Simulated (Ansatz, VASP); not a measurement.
## LiH: VASP beside Ansatz

INCAR

```
SYSTEM = LiH
PREC = Accurate
ENCUT = 520
EDIFF = 1E-6
ISMEAR = 0
SIGMA = 0.1
LREAL = .False.
LASPH = .True.
NELM = 80
ALGO = Normal
ISIF = 2
LWAVE = .False.
LCHARG = .True.
GGA = RP
LELF = .True.
LVHAR = .True.
NBANDS = 9
```

File KPOINTS:

```
Automatic mesh
0
Gamma
  11 11 11
  0 0 0
```

POSCAR

```
LiH
1.0
    0.0000000000      2.0367500000      2.0367500000
    2.0367500000      0.0000000000      2.0367500000
    2.0367500000      2.0367500000      0.0000000000
Li H
1 1
Direct
    0.0000000000      0.0000000000      0.0000000000
    0.5000000000      0.5000000000      0.5000000000
```

The input input.yaml:

```yaml
crystal:
  lattice:
    - [0.0, 2.03675, 2.03675]
    - [2.03675, 0.0, 2.03675]
    - [2.03675, 2.03675, 0.0]
  atoms:
    - { symbol: Li, position: [0.0, 0.0, 0.0] }
    - { symbol: H, position: [0.5, 0.5, 0.5] }
hamiltonian:
  xc: rpbe
  pseudopotentials: { kind: paw }
kpoints:
  mp_grid: { grid: [11, 11, 11] }
scf:
  occupations: { method: gaussian, width: 0.1 }
output:
  forces: true
  stress: true
  eigenvalues: true
```

Alike in both runs: task single point; functional RPBE; k mesh 11 × 11 × 11; occupations gaussian, width 0.1 eV; no spin polarisation.

|  | VASP | Ansatz |
| --- | --- | --- |
| version | VASP 6.6.1 | Ansatz 0.2.0 |
| potentials or method | VASP PAW PBE potentials, release 64 (Li_sv, H) | Ansatz PAW |
| plane-wave cutoff (eV) | 520 | 420 |
| valence electrons in the cell | 4 | 4 |

```tsv
	VASP	Ansatz	Ansatz less VASP
gap on the k mesh at the Fermi level (eV)	3.36	3.37	+0.014
least direct gap on the mesh (eV)	3.36	3.37	+0.014
```

VASP's potentials were made for PBE, not for RPBE. With one functional, cell and mesh, what is left measures potentials, basis and numerics.

Noted on VASP's run: the cutoff is short for stress, so the pressure is rough. Noted on Ansatz's run: the potentials were made for another functional, which shifts forces and pressure; odd divisions of the mesh miss points on the zone boundary, where band edges often lie, so the gap on the mesh can be too wide.
